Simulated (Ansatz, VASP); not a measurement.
# CaSe in VASP and in Ansatz

```
CELL_PARAMETERS angstrom
0.00000 2.96723 2.96723
2.96723 0.00000 2.96723
2.96723 2.96723 0.00000
ATOMIC_POSITIONS crystal
Ca 0.00000 0.00000 0.00000
Se 0.50000 0.50000 0.50000
```

Alike in both runs: functional r2SCAN; k mesh 8 × 8 × 8; occupations fermi-dirac, width 0.02 eV; no spin polarisation.

Ansatz relaxed the structure, and its values are those at the end. VASP's run is a single point on that final structure, the one shown.

|  | VASP | Ansatz |
| --- | --- | --- |
| version | VASP 6.6.1 | Ansatz 0.2.0 |
| potentials or method | VASP PAW PBE potentials, release 64 (Ca_sv, Se), cutoff 520 eV | PAW plane waves |
| valence electrons in the cell | 16 | 26 |

VASP gave:

- gap on the k mesh at the Fermi level (eV): 2.52
- pressure (GPa): 0.3

Q: What did Ansatz give for the same quantities?

A: gap on the k mesh at the Fermi level (eV): 2.52; pressure (GPa): 0.0.

VASP's potentials were made for PBE, not for r2SCAN. The functional is the same, so the differences come from potentials, cutoffs and numerics. VASP's potentials hold 16 valence electrons a cell and Ansatz's 26, so a difference there can come from the potentials and not from the codes.
